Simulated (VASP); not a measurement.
# Cs (P6/mmm) in VASP: notebook

Cs is run at these levels: PBE; tasks: single point.

Everything below comes from runs of VASP 6.6.1. Logs are shortened: lines on timing, memory, paths and dates and some standing lists are left out, and cuts for length are marked.

## 1. The cell of the first run

It takes space group P6/mmm (No. 191, hexagonal). The conventional cell has a = 4.470 Å, b = 4.470 Å, c = 4.202 Å, α = 90.00°, β = 90.00°, γ = 120.00°. Cs (site symmetry 6/mmm) has 8 Cs at 4.20 to 4.47 Å within 5.5 Å.

## 2. Single point, PBE

The input, INCAR:

```
PREC = Accurate ; ENCUT = 520
EDIFF = 1E-7 ; ISMEAR = -1
SIGMA = 0.08 ; LREAL = F
LASPH = T ; NELM = 80
ALGO = Normal ; ISIF = 2
LWAVE = F ; LCHARG = F
GGA = PE ; NBANDS = 10
```

The input, KPOINTS:

```
Automatic mesh
0
Gamma
  8 8 8
```

The input, POSCAR:

```
Cs
1.0
    4.4703845690      0.0000000000      0.0000000000
   -2.2351922845      3.8714666014      0.0000000000
    0.0000000000      0.0000000000      4.2021614948
Cs
1
Direct
    0.0000000000      0.0000000000      0.0000000000
```

Potentials or basis: VASP PAW PBE potentials, release 64 (Cs_sv).

Started as:

```console
$ cat potpaw_PBE.64/Cs_sv/POTCAR > POTCAR
$ mpirun -np 1 vasp_std > vasp.out
```

OUTCAR:

```text
PREC = Accurate
   ENCUT = 520
   EDIFF = 1E-7
   ISMEAR = -1
   LREAL = F
   LASPH = T
   NELM = 80
   ISIF = 2
   GGA = PE

 ion  position               nearest neighbor table
   1  0.000  0.000  0.000-

  LATTYP: Found a hexagonal cell.
 ALAT       =     4.4703845690
 C/A-ratio  =     0.9400000000

  Lattice vectors:

 A1 = (   4.4703845690,   0.0000000000,   0.0000000000)
 A2 = (  -2.2351922845,   3.8714666014,   0.0000000000)
 A3 = (   0.0000000000,   0.0000000000,   4.2021614948)

Analysis of symmetry for initial positions (statically):
=====================================================================
 Subroutine PRICEL returns:
 Original cell was already a primitive cell.

 Routine SETGRP: Setting up the symmetry group for a
 hexagonal supercell.

 Subroutine GETGRP returns: Found 24 space group operations
 (whereof 24 operations were pure point group operations)
 out of a pool of 24 trial point group operations.

The static configuration has the point symmetry D_6h.

Analysis of symmetry for dynamics (positions and initial velocities):
=====================================================================
 Subroutine PRICEL returns:
 Original cell was already a primitive cell.

 Routine SETGRP: Setting up the symmetry group for a
 hexagonal supercell.

 Subroutine GETGRP returns: Found 24 space group operations
 (whereof 24 operations were pure point group operations)
 out of a pool of 24 trial point group operations.

The dynamic configuration has the point symmetry D_6h.

 Subroutine INISYM returns: Found 24 space group operations
 (whereof 24 operations are pure point group operations),
 and found     1 'primitive' translations

----------------------------------------------------------------------------------------

                                     Primitive cell

  volume of cell :      72.7266

  direct lattice vectors                    reciprocal lattice vectors
     4.470384569  0.000000000  0.000000000     0.223694401  0.129150023  0.000000000
    -2.235192285  3.871466601  0.000000000     0.000000000  0.258300046  0.000000000
     0.000000000  0.000000000  4.202161495     0.000000000  0.000000000  0.237972767

  length of vectors
     4.470384569  4.470384569  4.202161495     0.258300046  0.258300046  0.237972767

  position of ions in fractional coordinates (direct lattice)
     0.000000000  0.000000000  0.000000000

  ion indices of the primitive-cell ions
   primitive index   ion index
                 1           1

----------------------------------------------------------------------------------------

 KPOINTS: Automatic mesh

Automatic generation of k-mesh.
 Grid dimensions read from file:
 generate k-points for:    8    8    8

 Generating k-lattice:

  Cartesian coordinates                     Fractional coordinates (reciprocal lattice)
     0.027961800  0.016143753  0.000000000     0.125000000 -0.000000000  0.000000000
     0.000000000  0.032287506  0.000000000     0.000000000  0.125000000  0.000000000
     0.000000000  0.000000000  0.029746596     0.000000000  0.000000000  0.125000000

  Length of vectors
     0.032287506  0.032287506  0.029746596

  Shift w.r.t. Gamma in fractional coordinates (k-lattice)
     0.000000000  0.000000000  0.000000000

 Subroutine IBZKPT returns following result:
 ===========================================

 Found     50 irreducible k-points:

 Following reciprocal coordinates:
            Coordinates               Weight
  0.000000  0.000000  0.000000      1.000000
  0.125000  0.000000  0.000000      6.000000
  0.250000  0.000000  0.000000      6.000000
  0.375000  0.000000  0.000000      6.000000
  0.500000  0.000000  0.000000      3.000000
  0.125000  0.125000  0.000000      6.000000
[... 16 lines left out ...]
  0.250000  0.000000  0.250000     12.000000
  0.375000  0.000000  0.250000     12.000000
 [... further k-points ...]
   k-points           NKPTS =     50   k-points in BZ     NKDIM =     50   number of bands    NBANDS=     10
   number of dos      NEDOS =    301   number of ions     NIONS =      1
   total plane-waves  NPLWV =  41472
   dimension x,y,z NGX =    36 NGY =   36 NGZ =   32
   dimension x,y,z NGXF=    72 NGYF=   72 NGZF=   64
   ions per type =               1
   NGX,Y,Z   is equivalent  to a cutoff of  13.39, 13.39, 12.66 a.u.
   NGXF,Y,Z  is equivalent  to a cutoff of  26.78, 26.78, 25.32 a.u.
 SYSTEM =  unknown system
   PREC   = accura    normal or accurate (medium, high low for compatibility)
   ISTART =      0    job   : 0-new  1-cont  2-samecut
   ICHARG =      2    charge: 1-file 2-atom 10-const
   ISPIN  =      1    spin polarized calculation?
   LNONCOLLINEAR =      F non collinear calculations
   LSORBIT =      F    spin-orbit coupling
   LASPH  =      T    aspherical Exc in radial PAW
   ENCUT  =  520.0 eV  38.22 Ry    6.18 a.u.   8.31  8.31  7.81*2*pi/ulx,y,z
   NELM   =     80;   NELMIN=  2; NELMDL= -5     # of ELM steps
   EDIFF  = 0.1E-06   stopping-criterion for ELM
   LREAL  =      F    real-space projection
   EDIFFG = 0.1E-05   stopping-criterion for IOM
   NSW    =      0    number of steps for IOM
   IBRION =     -1    ionic relax: 0-MD 1-quasi-New 2-CG
   NFREE  =      0    steps in history (QN), initial steepest desc. (CG)
   ISIF   =      2    stress and relaxation
   ISYM   =      2    0-nonsym 1-usesym 2-fastsym
   POTIM  = 0.5000    time-step for ionic-motion
   TEBEG  =    0.0;   TEEND  =   0.0 temperature during run
   PSTRESS=    0.0 pullay stress
   NELECT =       9.0000    total number of electrons
   NUPDOWN=      -1.0000    fix difference up-down
   EMIN   =  10.00;   EMAX   =-10.00  energy-range for DOS
   EFERMI =   0.00;   METHOD = LEGACY
   ISMEAR =    -1;   SIGMA  =   0.08  broadening in eV -4-tet -1-fermi 0-gaus
   EFERMI_NEDOS =   21; number of points for ismear=-14 and -15
   IALGO  =     38    algorithm
   IMIX   =      4    mixing-type and parameters
     AMIX     =   0.40;   BMIX     =  1.00
     AMIX_MAG =   1.60;   BMIX_MAG =  1.00
  volume/ion in A,a.u.               =      72.73       490.78
  Fermi-wavevector in a.u.,A,eV,Ry     =   0.815814  1.541665  9.055397  0.665553
  Thomas-Fermi vector in A             =   1.925970
   LORBIT       =      0    0 simple, 1 ext, 2 COOP (PROOUT), +10 PAW based schemes
   GGA     = PE    functional components
   LHFCALC =     F    Hartree Fock is set to
   AEXX    =    0.0000 exact exchange contribution
   IVDW    =     0    specifies the selected vdW correction
   LEPSILON=     F    determine dielectric tensor
   LRPA    =     F    only Hartree local field effects (RPA)
 non-spin polarized calculation
  energy-cutoff  :      520.00
  volume of cell :       72.73
 maximum number of plane-waves:      1985
 NGX is ok and might be reduce to    36
   NGX = 17   NGY = 17   NGZ = 15

 number of electron       8.9999998 magnetization

 Free energy of the ion-electron system (eV)
  ---------------------------------------------------
  ext. energy  EPLUGINS =         0.00000000
  ---------------------------------------------------
  free energy    TOTEN  =        -0.59622113 eV

  energy without entropy =       -0.55385304  energy(sigma->0) =       -0.57503709

 E-fermi :   1.8599     XC(G=0):  -6.7119

 val. band max:        1.8528944240   @ k =   0.5000   0.0000   0.3750
 cond. band min:       1.8623114051   @ k =   0.2500   0.0000   0.3750
 fundamental gap:      0.0094169810
 Fermi energy:         1.8599365554

 k-point     1 :       0.0000    0.0000    0.0000
  band No.  band energies     occupation
      1     -21.9820      2.00000
      2      -8.5108      2.00000
      3      -8.5108      2.00000
      4      -8.4662      2.00000
      5      -0.1620      2.00000
      6       3.0916      0.00000
      7       4.5483      0.00000
      8       4.5483      0.00000
      9       7.6766      0.00000
     10       7.8378      0.00000

 k-point     2 :       0.1250    0.0000    0.0000
  band No.  band energies     occupation
      1     -21.9737      2.00000
      2      -8.6169      2.00000
      3      -8.5333      2.00000
      4      -8.4550      2.00000
      5       0.1000      2.00000
      6       3.2222      0.00000
      7       4.0712      0.00000
      8       4.8118      0.00000
      9       7.0581      0.00000
     10       7.7479      0.00000

 k-point     3 :       0.2500    0.0000    0.0000
  band No.  band energies     occupation
      1     -21.9537      2.00000
      2      -8.8575      2.00000
      3      -8.5867      2.00000
      4      -8.4275      2.00000
      5       0.7531      2.00000
      6       3.2421      0.00000
      7       3.6865      0.00000
      8       5.5691      0.00000
      9       6.1901      0.00000
     10       7.5501      0.00000

 k-point     4 :       0.3750    0.0000    0.0000
  band No.  band energies     occupation
      1     -21.9335      2.00000
      2      -9.0798      2.00000
      3      -8.6388      2.00000
      4      -8.3998      2.00000
      5       1.4263      1.99119
      6       2.9954      0.00000
      7       3.7866      0.00000
      8       5.6298      0.00000
      9       6.7142      0.00000
     10       7.3736      0.00000
[... 222 lines left out ...]
 k-point    22 :       0.1250    0.0000    0.2500
  band No.  band energies     occupation
      1     -21.9456      2.00000
      2      -8.8432      2.00000
      3      -8.5765      2.00000
      4      -8.4978      2.00000
      5       0.8358      1.99999
      6       3.5994      0.00000
      7       4.3801      0.00000
      8       5.0656      0.00000
      9       5.8393      0.00000
     10       6.3167      0.00000

 k-point    23 :       0.2500    0.0000    0.2500
  band No.  band energies     occupation
      1     -21.9260      2.00000
      2      -8.8253      2.00000
      3      -8.7856      2.00000
      4      -8.5495      2.00000
      5       1.3771      1.99523
      6       3.3713      0.00000
      7       4.2711      0.00000
      8       5.1567      0.00000
      9       5.6073      0.00000
     10       6.2455      0.00000

 k-point    24 :       0.3750    0.0000    0.2500
  band No.  band energies     occupation
      1     -21.9062      2.00000
      2      -9.0235      2.00000
      3      -8.7615      2.00000
      4      -8.6000      2.00000
      5       1.8791      0.88052
      6       2.7621      0.00003
      7       4.7004      0.00000
      8       5.1577      0.00000
      9       5.5914      0.00000
     10       7.1766      0.00000

 [... further k-points ...]
[... 5 lines left out ...]
  --------------------------------------------------------------------------------------
  -------------------------------------------------------------------------------------
  Total        0.8588418      0.8588418      0.7569501      0.0000000      0.0000000      0.0000000
  in kB       18.9204123     18.9204123     16.6757237      0.0000000      0.0000000      0.0000000
  external PRESSURE =      18.1721828 kB  Pullay stress =       0.0000000 kB

 VOLUME and BASIS-vectors are now :
 -----------------------------------------------------------------------------
  energy-cutoff  :      520.00
  volume of cell :       72.73
      direct lattice vectors                 reciprocal lattice vectors
     4.470384569  0.000000000  0.000000000     0.223694401  0.129150023  0.000000000
    -2.235192285  3.871466601  0.000000000     0.000000000  0.258300046  0.000000000
     0.000000000  0.000000000  4.202161495     0.000000000  0.000000000  0.237972767

 POSITION                                       TOTAL-FORCE (eV/Angst)
 -----------------------------------------------------------------------------------
      0.00000      0.00000      0.00000        -0.000000      0.000000      0.000000
 -----------------------------------------------------------------------------------
    total drift:                                0.000000     -0.000000     -0.000000

  FREE ENERGIE OF THE ION-ELECTRON SYSTEM (eV)
  ---------------------------------------------------
  free  energy   TOTEN  =        -0.5962211310 eV

  energy  without entropy=       -0.5538530448  energy(sigma->0) =       -0.57503709
```

Run time: 14 s. Hardware: 1 thread of Intel Xeon Platinum 8559C (Emerald Rapids), shared host; peak memory 0.2 GiB.

What came out:

- Free energy: -0.5962 eV
- Pressure: 1.8 GPa

Stress tensor (GPa, compression positive):
```
1.89 0.00 0.00
0.00 1.89 0.00
0.00 0.00 1.67
```

Caveat: spin-orbit coupling is left out, which moves the levels of the heavy elements.

(Part 1 of 2 ends here.)
